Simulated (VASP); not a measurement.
Here is a VASP 6.6.1 calculation.

The input INCAR:

```
SYSTEM = ZrB2
PREC = Accurate
ENCUT = 600
EDIFF = 1E-6
ISMEAR = -1
SIGMA = 0.15
LREAL = .FALSE.
LASPH = .TRUE.
NELM = 80
ALGO = Normal
ISIF = 3
LWAVE = .FALSE.
LCHARG = .FALSE.
GGA = PE
IBRION = 2
NSW = 80
EDIFFG = -0.001
```

File KPOINTS:

```
regular mesh
0
G
  15 15 12
  0 0 0
```

POSCAR

```
ZrB2
1.0
    3.1709892898      0.0000000000      0.0000000000
   -1.5854946449      2.7461572801      0.0000000000
    0.0000000000      0.0000000000      3.5427948885
Zr B
1 2
Direct
    0.0000000000      0.0000000000      0.0000000000
    0.3333333333      0.6666666667      0.5000000000
    0.6666666667      0.3333333333      0.5000000000
```

Potentials or basis: VASP PAW PBE potentials, release 64 (Zr_sv, B).

Launch:

```console
$ cat potpaw_PBE.64/Zr_sv/POTCAR potpaw_PBE.64/B/POTCAR > POTCAR
$ mpirun -np 1 vasp_std > vasp.out
```

(1) What does it give for the relaxed volume?

(2) Estimate the relaxed cell.

## Answers

(1) 10.29 Å³/atom.

(2) a = 3.172 Å, b = 3.172 Å, c = 3.543 Å, α = 90.00°, β = 90.00°, γ = 120.00°.
